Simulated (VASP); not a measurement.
# TiO2 (R-3m) in VASP: further runs

TiO2 is run at these levels: PBE+D3(BJ)+U; tasks: single point.

Everything below comes from runs of VASP 6.6.1. Logs are shortened: lines on timing, memory, paths and dates and some standing lists are left out, and cuts for length are marked.

## 1. The cell of the first run

The structure is trigonal, space group R-3m (No. 166). Conventional cell: a = 2.938 Å, b = 2.938 Å, c = 17.858 Å, α = 90.00°, β = 90.00°, γ = 120.00°. Ti (site symmetry -3m) has 6 O at 2.05 Å within 2.7 Å. Within 2.7 Å of O (site symmetry 3m) lie 3 Ti at 2.05 Å.

## 2. Single point, PBE+D3(BJ)+U

INCAR

```
ALGO = Normal ; EDIFF = 1E-6
ENCUT = 520 ; GGA = PE
ISIF = 2 ; ISMEAR = 0
IVDW = 12 ; LASPH = T
LCHARG = F ; LDAU = T
LDAUJ = 0 0 ; LDAUL = 2 -1
LDAUPRINT = 1 ; LDAUTYPE = 2
LDAUU = 4 0 ; LMAXMIX = 4
LREAL = F ; LWAVE = F
NBANDS = 19 ; NELM = 150
PREC = Accurate ; SIGMA = 0.05
```

KPOINTS

```
k-points
0
Gamma
  9 9 9
```

POSCAR

```
TiO2
1.0
    1.4689500000      0.8480986779      5.9525666667
   -1.4689500000      0.8480986779      5.9525666667
    0.0000000000     -1.6961973559      5.9525666667
Ti O
1 2
Direct
    0.0000000000      0.0000000000      0.0000000000
    0.6017580785      0.6017580785      0.6017580785
    0.3982419215      0.3982419215      0.3982419215
```

Potentials or basis: VASP PAW PBE potentials, release 64 (Ti_sv, O).

The run is started by

```sh
$ cat potpaw_PBE.64/Ti_sv/POTCAR potpaw_PBE.64/O/POTCAR > POTCAR
$ mpirun -np 1 vasp_std > vasp.out
```

OUTCAR:

```text
EDIFF = 1E-6
   ENCUT = 520
   GGA = PE
   ISIF = 2
   ISMEAR = 0
   IVDW = 12
   LASPH = T
   LREAL = F
   NELM = 150
   PREC = Accurate
 IVDW          = 12

 ion  position               nearest neighbor table
   1  0.000  0.000  0.000-   2 2.05   2 2.05   3 2.05   3 2.05   2 2.05   3 2.05
   2  0.602  0.602  0.602-   1 2.05   1 2.05   1 2.05
   3  0.398  0.398  0.398-   1 2.05   1 2.05   1 2.05

  LATTYP: Found a trigonal (rhomboedric) cell.
 ALAT       =     6.1895181873
 COS(alpha) =     0.8873502231

  Lattice vectors:

 A1 = (   1.4689500000,   0.8480986779,   5.9525666667)
 A2 = (  -1.4689500000,   0.8480986779,   5.9525666667)
 A3 = (   0.0000000000,  -1.6961973559,   5.9525666667)

Analysis of symmetry for initial positions (statically):
=====================================================================
 Subroutine PRICEL returns:
 Original cell was already a primitive cell.

 Routine SETGRP: Setting up the symmetry group for a
 trigonal (rhombohedral) supercell.

 Subroutine GETGRP returns: Found 12 space group operations
 (whereof 12 operations were pure point group operations)
 out of a pool of 12 trial point group operations.

The static configuration has the point symmetry D_3d.

Analysis of symmetry for dynamics (positions and initial velocities):
=====================================================================
 Subroutine PRICEL returns:
 Original cell was already a primitive cell.

 Routine SETGRP: Setting up the symmetry group for a
 trigonal (rhombohedral) supercell.

 Subroutine GETGRP returns: Found 12 space group operations
 (whereof 12 operations were pure point group operations)
 out of a pool of 12 trial point group operations.

The dynamic configuration has the point symmetry D_3d.

 Subroutine INISYM returns: Found 12 space group operations
 (whereof 12 operations are pure point group operations),
 and found     1 'primitive' translations

----------------------------------------------------------------------------------------

                                     Primitive cell

  volume of cell :      44.4948

  direct lattice vectors                    reciprocal lattice vectors
     1.468950000  0.848098678  5.952566667     0.340379182  0.196518013  0.055998253
    -1.468950000  0.848098678  5.952566667    -0.340379182  0.196518013  0.055998253
     0.000000000 -1.696197356  5.952566667     0.000000000 -0.393036025  0.055998253

  length of vectors
     6.189518187  6.189518187  6.189518187     0.397005191  0.397005191  0.397005191

  position of ions in fractional coordinates (direct lattice)
     0.000000000  0.000000000  0.000000000
     0.601758078  0.601758078  0.601758078
     0.398241922  0.398241922  0.398241922

  ion indices of the primitive-cell ions
   primitive index   ion index
                 1           1
                 2           2
                 3           3

----------------------------------------------------------------------------------------

 KPOINTS: k-points

Automatic generation of k-mesh.
 Grid dimensions read from file:
 generate k-points for:    9    9    9

 Generating k-lattice:

  Cartesian coordinates                     Fractional coordinates (reciprocal lattice)
     0.037819909  0.021835335  0.006222028     0.111111111  0.000000000 -0.000000000
    -0.037819909  0.021835335  0.006222028     0.000000000  0.111111111 -0.000000000
     0.000000000 -0.043670669  0.006222028     0.000000000  0.000000000  0.111111111

  Length of vectors
     0.044111688  0.044111688  0.044111688

[... 40 lines left out ...]
   ions per type =               1   2
   NGX,Y,Z   is equivalent  to a cutoff of  12.89, 12.89, 12.89 a.u.
   NGXF,Y,Z  is equivalent  to a cutoff of  25.78, 25.78, 25.78 a.u.
 SYSTEM =  unknown system
   PREC   = accura    normal or accurate (medium, high low for compatibility)
   ISTART =      0    job   : 0-new  1-cont  2-samecut
   ICHARG =      2    charge: 1-file 2-atom 10-const
   ISPIN  =      1    spin polarized calculation?
   LNONCOLLINEAR =      F non collinear calculations
   LSORBIT =      F    spin-orbit coupling
   LASPH  =      T    aspherical Exc in radial PAW
   ENCUT  =  520.0 eV  38.22 Ry    6.18 a.u.  11.51 11.51 11.51*2*pi/ulx,y,z
   NELM   =    150;   NELMIN=  2; NELMDL= -5     # of ELM steps
   EDIFF  = 0.1E-05   stopping-criterion for ELM
   LREAL  =      F    real-space projection
   EDIFFG = 0.1E-04   stopping-criterion for IOM
   NSW    =      0    number of steps for IOM
   IBRION =     -1    ionic relax: 0-MD 1-quasi-New 2-CG
   NFREE  =      0    steps in history (QN), initial steepest desc. (CG)
   ISIF   =      2    stress and relaxation
   ISYM   =      2    0-nonsym 1-usesym 2-fastsym
   POTIM  = 0.5000    time-step for ionic-motion
   TEBEG  =    0.0;   TEEND  =   0.0 temperature during run
   PSTRESS=    0.0 pullay stress
   NELECT =      24.0000    total number of electrons
   NUPDOWN=      -1.0000    fix difference up-down
   EMIN   =  10.00;   EMAX   =-10.00  energy-range for DOS
   EFERMI =   0.00;   METHOD = LEGACY
   ISMEAR =     0;   SIGMA  =   0.05  broadening in eV -4-tet -1-fermi 0-gaus
   EFERMI_NEDOS =   21; number of points for ismear=-14 and -15
   IALGO  =     38    algorithm
   IMIX   =      4    mixing-type and parameters
     AMIX     =   0.40;   BMIX     =  1.00
     AMIX_MAG =   1.60;   BMIX_MAG =  1.00
  volume/ion in A,a.u.               =      14.83       100.09
  Fermi-wavevector in a.u.,A,eV,Ry     =   1.332628  2.518302 24.162551  1.775897
  Thomas-Fermi vector in A             =   2.461548
   LORBIT       =      0    0 simple, 1 ext, 2 COOP (PROOUT), +10 PAW based schemes
 LDA+U is selected, type is set to LDAUTYPE =  2
   angular momentum for each species LDAUL =     2   -1
   U (eV)           for each species LDAUU =   4.0  0.0
   J (eV)           for each species LDAUJ =   0.0  0.0
   GGA     = PE    functional components
   LHFCALC =     F    Hartree Fock is set to
   AEXX    =    0.0000 exact exchange contribution
   IVDW    =    12    specifies the selected vdW correction
   LEPSILON=     F    determine dielectric tensor
   LRPA    =     F    only Hartree local field effects (RPA)
 non-spin polarized calculation
 Gauss-broadening in eV      SIGMA  =   0.05
  energy-cutoff  :      520.00
  volume of cell :       44.49
 maximum number of plane-waves:      1237
 NGX is ok and might be reduce to    48
   NGX = 23   NGY = 23   NGZ = 23

atom =   1  type =  1  l = 2

 onsite density matrix

spin component  1

  0.1635  0.0000 -0.0000 -0.0794  0.0000
  0.0000  0.1889 -0.0000  0.0000 -0.0794
 -0.0000 -0.0000  0.0879 -0.0000  0.0000
 -0.0794  0.0000 -0.0000  0.1889  0.0000
  0.0000 -0.0794  0.0000  0.0000  0.1635

spin component  2

  0.1635  0.0000 -0.0000 -0.0794  0.0000
  0.0000  0.1889 -0.0000  0.0000 -0.0794
 -0.0000 -0.0000  0.0879 -0.0000  0.0000
 -0.0794  0.0000 -0.0000  0.1889  0.0000
  0.0000 -0.0794  0.0000  0.0000  0.1635

 occupancies and eigenvectors

  o =  0.0879  v =  0.0000  0.0000 -1.0000  0.0000  0.0000  0.0000  0.0000  0.0000  0.0000  0.0000      0.0000  0.0000  0.0000  0.0000  0.0000  0.0000  0.0000  0.0000  0.0000  0.0000
  o =  0.0879  v =  0.0000  0.0000  0.0000  0.0000  0.0000  0.0000  0.0000 -1.0000  0.0000  0.0000      0.0000  0.0000  0.0000  0.0000  0.0000  0.0000  0.0000  0.0000  0.0000  0.0000
  o =  0.0957  v =  0.0000  0.0000  0.0000  0.0000  0.0000 -0.7608  0.0000 -0.0000 -0.6489  0.0000      0.0000  0.0000  0.0000  0.0000  0.0000  0.0000  0.0000  0.0000  0.0000  0.0000
  o =  0.0957  v = -0.7608  0.0000 -0.0000 -0.6489  0.0000  0.0000  0.0000  0.0000  0.0000  0.0000      0.0000  0.0000  0.0000  0.0000  0.0000  0.0000  0.0000  0.0000  0.0000  0.0000
  o =  0.0957  v =  0.0000  0.6489  0.0000  0.0000  0.7608  0.0000  0.0000  0.0000  0.0000  0.0000      0.0000  0.0000  0.0000  0.0000  0.0000  0.0000  0.0000  0.0000  0.0000  0.0000
  o =  0.0957  v =  0.0000  0.0000  0.0000  0.0000  0.0000  0.0000  0.6489  0.0000  0.0000  0.7608      0.0000  0.0000  0.0000  0.0000  0.0000  0.0000  0.0000  0.0000  0.0000  0.0000
  o =  0.2566  v =  0.0000 -0.7608  0.0000 -0.0000  0.6489  0.0000  0.0000  0.0000  0.0000  0.0000      0.0000  0.0000  0.0000  0.0000  0.0000  0.0000  0.0000  0.0000  0.0000  0.0000
  o =  0.2566  v =  0.0000  0.0000  0.0000  0.0000  0.0000  0.0000 -0.7608  0.0000 -0.0000  0.6489      0.0000  0.0000  0.0000  0.0000  0.0000  0.0000  0.0000  0.0000  0.0000  0.0000
  o =  0.2566  v = -0.6489  0.0000  0.0000  0.7608 -0.0000  0.0000  0.0000  0.0000  0.0000  0.0000      0.0000  0.0000  0.0000  0.0000  0.0000  0.0000  0.0000  0.0000  0.0000  0.0000
  o =  0.2566  v =  0.0000  0.0000  0.0000  0.0000  0.0000 -0.6489  0.0000  0.0000  0.7608 -0.0000      0.0000  0.0000  0.0000  0.0000  0.0000  0.0000  0.0000  0.0000  0.0000  0.0000

 number of electron      24.0000000 magnetization

 Free energy of the ion-electron system (eV)
  ---------------------------------------------------
  ext. energy  EPLUGINS =         0.00000000
  ---------------------------------------------------
  free energy    TOTEN  =       -23.27519583 eV

  energy without entropy =      -23.27519583  energy(sigma->0) =      -23.27519583

 E-fermi :   0.8914     XC(G=0):  -9.1003

 val. band max:        0.4999232542   @ k =   0.4444   0.4444   0.4444
 cond. band min:       3.0907277020   @ k =   0.4444   0.4444   0.0000
 fundamental gap:      2.5908044478
 Fermi energy:         0.8914207707

 k-point     1 :       0.0000    0.0000    0.0000
  band No.  band energies     occupation
      1     -57.0602      2.00000
      2     -33.2008      2.00000
      3     -32.9827      2.00000
      4     -32.9827      2.00000
      5     -16.5512      2.00000
      6     -15.3625      2.00000
[... 505 lines left out ...]
      6     -15.2359      2.00000
[... 11 lines left out ...]
     18      11.7584      0.00000
     19      13.1218      0.00000

 [... further k-points ...]

------------------------ aborting loop because EDIFF is reached ----------------------------------------

 Edisp (eV)   -0.50162

 E8    (eV) :    -0.1951

  FORCE on cell =-STRESS in cart. coord.  units (eV):
  Direction    XX          YY          ZZ          XY          YZ          ZX
  --------------------------------------------------------------------------------------
  -------------------------------------------------------------------------------------
  Total      -0.01036    -0.01036    -6.91053     0.00000     0.00000     0.00000
  in kB      -0.37306    -0.37306  -248.83602     0.00000     0.00000     0.00000
  external pressure =      -83.19 kB  Pullay stress =        0.00 kB

 VOLUME and BASIS-vectors are now :
 -----------------------------------------------------------------------------
  energy-cutoff  :      520.00
  volume of cell :       44.49
      direct lattice vectors                 reciprocal lattice vectors
     1.468950000  0.848098678  5.952566667     0.340379182  0.196518013  0.055998253
    -1.468950000  0.848098678  5.952566667    -0.340379182  0.196518013  0.055998253
     0.000000000 -1.696197356  5.952566667     0.000000000 -0.393036025  0.055998253

 POSITION                                       TOTAL-FORCE (eV/Angst)
 -----------------------------------------------------------------------------------
      0.00000      0.00000      0.00000         0.000000     -0.000000     -0.000000
      0.00000     -0.00000     10.74602         0.000000     -0.000000      2.787727
      0.00000     -0.00000      7.11168         0.000000      0.000000     -2.787727
 -----------------------------------------------------------------------------------
    total drift:                               -0.000000      0.000000      0.000000

  FREE ENERGIE OF THE ION-ELECTRON SYSTEM (eV)
  ---------------------------------------------------
  free  energy   TOTEN  =       -23.7768174744 eV

  energy  without entropy=      -23.7768174744  energy(sigma->0) =      -23.77681747
```

Wall time 5 min (1 thread of Intel Xeon 8259CL, shared host); peak memory 0.35 GiB.

What came out:

```yaml
Free_energy: -23.7768 eV
Pressure: -8.3 GPa
Largest_force: 2.788 eV/Å
Band_gap_on_the_k_mesh: 2.59 eV (least direct gap 3.10 eV)
Dispersion_energy_per_atom: -0.167 eV
```

Forces on the atoms (eV/Å):
```
Ti   0.000  0.000  0.000
O    0.000  0.000  2.788
O    0.000  0.000 -2.788
```

Eigenvalues of the final occupation matrices:
| site | spin | trace | eigenvalues |
| --- | --- | --- | --- |
| site 1 d | 1 | 0.79 | 0.09 0.10 0.10 0.26 0.26 |
| site 1 d | 2 | 0.79 | 0.09 0.10 0.10 0.26 0.26 |

Caveat: the stress differs along the axes, from -25 to -0 GPa; forces of over 1 eV/Å act on the atoms, so gaps and moduli don't describe the material at rest. A k mesh can miss the band edges.

## 3. Single point, PBE+D3(BJ)+U

This run uses another cell than the first one, of 12.46 Å³/atom.

INCAR

```
SYSTEM = TiO2
ALGO = Normal ; EDIFF = 1E-6
ENCUT = 1340 ; GGA = PE
GGA_COMPAT = .FALSE. ; ISIF = 2
ISMEAR = 0 ; IVDW = 12
LASPH = .TRUE. ; LCHARG = .FALSE.
LDAU = .TRUE. ; LDAUJ = 0 0
LDAUL = 2 -1 ; LDAUPRINT = 1
LDAUTYPE = 2 ; LDAUU = 4 0
LMAXMIX = 4 ; LREAL = .FALSE.
LWAVE = .FALSE. ; NBANDS = 19
NELM = 200 ; PREC = Accurate
SIGMA = 0.05
```

KPOINTS

```
k-points
0
G
  9 9 9
  0 0 0
```

POSCAR

```
TiO2
1.0
    1.4338500000      0.8278336835      5.2476666667
   -1.4338500000      0.8278336835      5.2476666667
    0.0000000000     -1.6556673670      5.2476666667
Ti O
1 2
Direct
    0.0000000000      0.0000000000      0.0000000000
    0.6017580785      0.6017580785      0.6017580785
    0.3982419215      0.3982419215      0.3982419215
```

Potentials or basis: VASP PAW PBE potentials, release 64 (Ti_sv, O_h).

The run is started by

```sh
$ cat potpaw_PBE.64/Ti_sv/POTCAR potpaw_PBE.64/O_h/POTCAR > POTCAR
$ mpirun -np 1 vasp_std > vasp.out
```

OUTCAR:

```text
SYSTEM = TiO2
   EDIFF = 1E-6
   ENCUT = 1340
   GGA = PE
   ISIF = 2
   ISMEAR = 0
   IVDW = 12
   LASPH = .TRUE.
   LREAL = .FALSE.
   NELM = 200
   PREC = Accurate
 IVDW          = 12

 ion  position               nearest neighbor table
   1  0.000  0.000  0.000-   2 1.95   2 1.95   3 1.95   3 1.95   2 1.95   3 1.95
   2  0.602  0.602  0.602-   1 1.95   1 1.95   1 1.95
   3  0.398  0.398  0.398-   1 1.95   1 1.95   1 1.95

  LATTYP: Found a trigonal (rhomboedric) cell.
 ALAT       =     5.5026575284
 COS(alpha) =     0.8642022831
[... 759 lines left out ...]

 Edisp (eV)   -0.59557

 E8    (eV) :    -0.2313

  FORCE on cell =-STRESS in cart. coord.  units (eV):
  Direction    XX          YY          ZZ          XY          YZ          ZX
  --------------------------------------------------------------------------------------
  -------------------------------------------------------------------------------------
  Total       5.77226     5.77226     0.19690     0.00000     0.00000     0.00000
  in kB     247.45247   247.45247     8.44113     0.00000     0.00000     0.00000
  external pressure =      167.78 kB  Pullay stress =        0.00 kB

 VOLUME and BASIS-vectors are now :
 -----------------------------------------------------------------------------
  energy-cutoff  :     1340.00
  volume of cell :       37.37
      direct lattice vectors                 reciprocal lattice vectors
     1.433850000  0.827833683  5.247666667     0.348711511  0.201328685  0.063520295
    -1.433850000  0.827833683  5.247666667    -0.348711511  0.201328685  0.063520295
     0.000000000 -1.655667367  5.247666667     0.000000000 -0.402657369  0.063520295

 POSITION                                       TOTAL-FORCE (eV/Angst)
 -----------------------------------------------------------------------------------
      0.00000      0.00000      0.00000        -0.000000     -0.000000      0.000000
      0.00000      0.00000      9.47348         0.000000     -0.000000     -0.313547
      0.00000      0.00000      6.26952         0.000000      0.000000      0.313547
 -----------------------------------------------------------------------------------
    total drift:                               -0.000000     -0.000000      0.000000

  FREE ENERGIE OF THE ION-ELECTRON SYSTEM (eV)
  ---------------------------------------------------
  free  energy   TOTEN  =       -24.1064757968 eV

  energy  without entropy=      -24.1064757968  energy(sigma->0) =      -24.10647580
```

OSZICAR:

```text
N       E                     dE             d eps       ncg     rms          rms(c)
DAV:   1     0.403453175192E+03    0.40345E+03   -0.21997E+04  3230   0.281E+03
DAV:   2     0.401292603103E+02   -0.36332E+03   -0.34584E+03  3514   0.575E+02
DAV:   3    -0.281911679838E+02   -0.68320E+02   -0.65552E+02  4135   0.198E+02
DAV:   4    -0.319969700588E+02   -0.38058E+01   -0.37968E+01  4447   0.482E+01
DAV:   5    -0.320749034247E+02   -0.77933E-01   -0.77897E-01  4208   0.685E+00    0.238E+01
DAV:   6    -0.237964014498E+02    0.82785E+01   -0.37360E+01  3995   0.796E+01    0.862E+00
DAV:   7    -0.235492611897E+02    0.24714E+00   -0.59358E+00  3715   0.240E+01    0.689E+00
DAV:   8    -0.235282939189E+02    0.20967E-01   -0.11108E+00  3515   0.139E+01    0.201E+00
DAV:   9    -0.235318606474E+02   -0.35667E-02   -0.17590E-01  4145   0.406E+00    0.157E+00
DAV:  10    -0.235117665736E+02    0.20094E-01   -0.55690E-02  3488   0.334E+00    0.409E-01
DAV:  11    -0.235108625499E+02    0.90402E-03   -0.39258E-03  4247   0.659E-01    0.876E-02
DAV:  12    -0.235109040217E+02   -0.41472E-04   -0.40909E-04  3435   0.193E-01    0.263E-02
DAV:  13    -0.235109039306E+02    0.91117E-07   -0.24077E-05  3989   0.443E-02    0.151E-02
DAV:  14    -0.235109051042E+02   -0.11736E-05   -0.62199E-06  3293   0.332E-02    0.723E-03
DAV:  15    -0.235109047715E+02    0.33270E-06   -0.13113E-06  2974   0.129E-02
   1 F= -.24106476E+02 E0= -.24106476E+02  d E =-.473888E-22
```

stdout:

```text
POSCAR found type information on POSCAR TiO
 POSCAR found :  2 types and       3 ions
 scaLAPACK will be used
 LDA part: xc-table for (Slater+PW92), standard interpolation
 POSCAR, INCAR and KPOINTS ok, starting setup
 FFT: planning ... GRIDC
 FFT: planning ... GRID_SOFT
 FFT: planning ... GRID
 WAVECAR not read
 entering main loop
```

Wall time 11 min (1 thread of Intel Xeon Platinum 8488C (Sapphire Rapids), shared host); peak memory 0.77 GiB.

Results:

- Free energy: -24.1065 eV
- Pressure: 16.8 GPa
- Largest force: 0.314 eV/Å
- Band gap on the k mesh: 3.31 eV (least direct gap 3.61 eV)
- Dispersion energy per atom: -0.199 eV

Forces on the atoms (eV/Å):
```
Ti   0.000  0.000  0.000
O    0.000  0.000 -0.314
O    0.000  0.000  0.314
```

Levels at points of the mesh, in eV from the valence-band top:
| k point | band 8 | band 9 | band 10 | band 11 | band 12 | band 13 | band 14 | band 15 | band 16 | band 17 |
| --- | --- | --- | --- | --- | --- | --- | --- | --- | --- | --- |
| (0.00, 0.00, 0.00) | -3.46 | -3.46 | -0.48 | -0.21 | -0.21 | 3.49 | 3.49 | 4.94 | 7.05 | 7.05 |

Eigenvalues of the final occupation matrices:
```tsv
site	spin	trace	eigenvalues
site 1 d	1	0.87	0.10 0.11 0.11 0.28 0.28
site 1 d	2	0.87	0.10 0.11 0.11 0.28 0.28
```

Caveat: the stress differs along the axes, from 1 to 25 GPa. A k mesh can miss the band edges.
